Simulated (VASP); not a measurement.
Write the native input for VASP 6.6.1 that does the following.

```
Task                   : relaxation of cell and atoms
Functional             : r2SCAN
Potentials or basis    : VASP PAW PBE potentials, release 64 (Ir)
Cutoff                 : 600 eV
k mesh                 : 8 × 8 × 8
Occupations            : fermi-dirac, width 0.1 eV
Spin                   : no spin polarisation
Dipole correction      : no
Further INCAR settings : ALGO = Normal; EDIFF = 1e-07; IBRION = 2; EDIFFG = -0.01; NSW = 60; ISIF = 3
```

The system is Ir.

```
Ir
1.0
     0.00000    1.89553    1.89553
     1.89553    0.00000    1.89553
     1.89553    1.89553    0.00000
Ir
1
Direct
  0.00000 0.00000 0.00000
```

One way to write it, as run:

POSCAR

```
Ir
1.0
    0.0000000000      1.8955305200      1.8955305200
    1.8955305200      0.0000000000      1.8955305200
    1.8955305200      1.8955305200      0.0000000000
Ir
1
Direct
    0.0000000000      0.0000000000      0.0000000000
```

INCAR.step1

```
SYSTEM = Ir
ALGO = Normal ; EDIFF = 1E-4
ENCUT = 600 ; GGA = PE
ISMEAR = -1 ; LASPH = .True.
LCHARG = .False. ; LREAL = .False.
LWAVE = .True. ; NELM = 100
PREC = Accurate ; SIGMA = 0.1
```

INCAR.step2

```
SYSTEM = Ir
ALGO = Normal ; EDIFF = 1E-7
EDIFFG = -0.01 ; ENCUT = 600
IBRION = 2 ; ISIF = 3
ISMEAR = -1 ; ISTART = 1
LASPH = .True. ; LCHARG = .False.
LMIXTAU = .True. ; LREAL = .False.
LWAVE = .False. ; METAGGA = R2SCAN
NELM = 100 ; NSW = 60
PREC = Accurate ; SIGMA = 0.1
```

KPOINTS

```
k-points
0
Gamma
  8 8 8
  0 0 0
```

Potentials or basis: VASP PAW PBE potentials, release 64 (Ir).

Run with:

```console
$ cat potpaw_PBE.64/Ir/POTCAR > POTCAR
$ cp INCAR.step1 INCAR
$ mpirun -np 1 vasp_std > vasp.out
$ cp INCAR.step2 INCAR
$ mpirun -np 1 vasp_std > vasp.out
```

It gave:

| Property | Result |
| --- | --- |
| Relaxed volume | 14.36 Å³/atom |
| Relaxed cell | a = 2.728 Å, b = 2.728 Å, c = 2.728 Å, α = 60.00°, β = 60.00°, γ = 60.00° |
| Space group after relaxing (to 0.05 Å) | Fm-3m (No. 225) |
| Energy gained by relaxing | 49.4 meV/atom |
| Ionic steps | 16 |
| Pressure after relaxing | 0.0 GPa |

Caveat: the PAW data sets were made with another functional, which shifts forces and pressure a little.

Wall time 100 s on 1 thread of AMD EPYC 9R45 96-Core Processor (Zen 5) (shared host), peak memory 0.13 GiB.
